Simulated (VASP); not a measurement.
Here is a VASP 6.6.1 calculation.

Contents of INCAR:

```
PREC = Accurate
ENCUT = 520
EDIFF = 1E-6
ISMEAR = 0
SIGMA = 0.02
LREAL = F
LASPH = T
NELM = 100
ALGO = Normal
ISIF = 2
LWAVE = F
LCHARG = T
GGA = PS
LELF = T
LVHAR = T
NBANDS = 14
```

File KPOINTS:

```
regular mesh
0
Gamma
  8 8 8
```

Contents of POSCAR:

```
NaF
1.0
    0.0000000000     -2.3146231038     -2.3146231038
    2.3146231038      0.0000000000     -2.3146231038
    2.3146231038     -2.3146231038      0.0000000000
Na F
1 1
Direct
    0.0000000000      0.0000000000      0.0000000000
    0.5000000000      0.5000000000      0.5000000000
```

Potentials or basis: VASP PAW PBE potentials, release 64 (Na_pv, F).

Command:

```console
$ cat potpaw_PBE.64/Na_pv/POTCAR potpaw_PBE.64/F/POTCAR > POTCAR
$ mpirun -np 1 vasp_std > vasp.out
```

(1) What does it give for the pressure?

(2) Estimate the band gap on the k mesh.

## Answers

(1) -0.1 GPa.

(2) 6.18 eV, direct.

Caveat: the PAW data sets were made with another functional, which shifts forces and pressure a little.
